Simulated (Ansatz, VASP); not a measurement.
**Two plane-wave programs on Rh**

```
Rh
1.0
     2.64342    0.00000    0.00000
    -1.32171    2.28927    0.00000
     0.00000    0.00000    4.79913
Rh
2
Direct
  0.66667 0.33333 0.75000
  0.33333 0.66667 0.25000
```

Alike in both runs: task single point; functional PBE; k mesh 21 × 21 × 12; occupations gaussian, width 0.15 eV; no spin polarisation.

```csv
,VASP,Ansatz
version,VASP 6.6.1,Ansatz 0.2.0
potentials or method,"VASP PAW PBE potentials, release 64 (Rh_pv), cutoff 520 eV","scalar-relativistic, plane waves, PAW"
valence electrons in the cell,30,34
```

Ansatz gave:

* gap on the k mesh at the Fermi level (eV): none
* pressure (GPa): -3.4
* traceless stress, the component that is largest in VASP (GPa): -18.79

Task: Which values does VASP return?

Result: gap on the k mesh at the Fermi level (eV): none; pressure (GPa): -3.4; traceless stress, the component that is largest in VASP (GPa): -18.77.

A gap of «none» marks a metal or a gap that the smearing closes. With one functional, cell and mesh, what is left measures potentials, basis and numerics. VASP's potentials hold 30 valence electrons a cell and Ansatz's 34, so a difference there can come from the potentials and not from the codes.
